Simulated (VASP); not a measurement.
Wanted: the native input for a VASP 6.6.1 run.

```yaml
Task: single point
Functional: PBE
Potentials_or_basis: VASP PAW PBE potentials, release 64 (K_sv, I)
Cutoff: 520 eV
k_mesh: 6 × 6 × 6
Occupations: gaussian, width 0.05 eV
Spin: no spin polarisation
Dipole_correction: no
Further_INCAR_settings: ALGO = Normal; EDIFF = 1e-06; NBANDS = 15
```

The structure of KI lies in POSCAR:

```
KI
1.0
    0.0000000000      3.6126637500      3.5245500000
    3.6126637500      0.0000000000      3.5245500000
    3.6126637500      3.6126637500      0.0000000000
K I
1 1
Direct
    0.0000000000      0.0000000000      0.0000000000
    0.5000000000      0.5000000000      0.5000000000
```

This cell differs from its parent crystal: strain +0.025 along x and y, +0.000 along z.

These files were run (other wordings do the same):

INCAR

```
SYSTEM = KI
  PREC = Accurate
  ENCUT = 520
  EDIFF = 1E-6
  ISMEAR = 0
  SIGMA = 0.05
  LREAL = .False.
  LASPH = .True.
  NELM = 60
  ALGO = Normal
  ISIF = 2
  LWAVE = .False.
  LCHARG = .False.
  GGA = PE
  NBANDS = 15
```

KPOINTS

```
Automatic mesh
0
Gamma
  6 6 6
  0 0 0
```

Potentials or basis: VASP PAW PBE potentials, release 64 (K_sv, I).

Launch:

```bash
$ cat potpaw_PBE.64/K_sv/POTCAR potpaw_PBE.64/I/POTCAR > POTCAR
$ mpirun -np 1 vasp_std > vasp.out
```

It gave:

```
Pressure               : 0.1 GPa
Band gap on the k mesh : 3.86 eV, direct
```

Caveat: the cell differs from its parent crystal (strain +0.025 along x and y, +0.000 along z); spin-orbit coupling is left out, which moves the levels of the heavy elements.

It took 44 s on 1 thread of Intel(R) Xeon(R) Platinum 8488C (Sapphire Rapids), with other jobs on the host, peak memory 0.25 GiB.
